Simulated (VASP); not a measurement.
Write the native input for VASP 6.6.1 that does the following.

```yaml
Task: single point
Functional: PBEsol
Potentials_or_basis: VASP PAW PBE potentials, release 64 (Cd, Te)
Cutoff: 520 eV
k_mesh: 6 × 6 × 6
Occupations: gaussian, width 0.01 eV
Spin: no spin polarisation
Dipole_correction: no
Further_INCAR_settings: ALGO = Normal; EDIFF = 1e-06; NBANDS = 16
```

The structure of CdTe lies in POSCAR:

```
CdTe
1.0
    0.0000000000      3.1598816591      3.1598816591
    3.1598816591      0.0000000000      3.1598816591
    3.1598816591      3.1598816591      0.0000000000
Cd Te
1 1
Direct
    0.0000000000      0.0000000000      0.0000000000
    0.7500000000      0.7500000000      0.7500000000
```

One way to write it, as run:

INCAR

```
  PREC = Accurate
  ENCUT = 520
  EDIFF = 1E-6
  ISMEAR = 0
  SIGMA = 0.01
  LREAL = False
  LASPH = True
  NELM = 80
  ALGO = Normal
  ISIF = 2
  LWAVE = False
  LCHARG = False
  GGA = PS
  NBANDS = 16
```

KPOINTS

```
regular mesh
0
Gamma
  6 6 6
```

Potentials or basis: VASP PAW PBE potentials, release 64 (Cd, Te).

Run with:

```sh
$ cat potpaw_PBE.64/Cd/POTCAR potpaw_PBE.64/Te/POTCAR > POTCAR
$ mpirun -np 1 vasp_std > vasp.out
```

Results of the run:

| Property | Result |
| --- | --- |
| Pressure | 4.2 GPa |
| Band gap on the k mesh | 0.89 eV, direct |

Caveat: the PAW data sets were made with another functional, which shifts forces and pressure a little; spin-orbit coupling is left out, which moves the levels of the heavy elements.

It took 15 s on 1 thread of Intel(R) Xeon(R) 6975P-C (Granite Rapids), with other jobs on the host, peak memory 0.2 GiB.
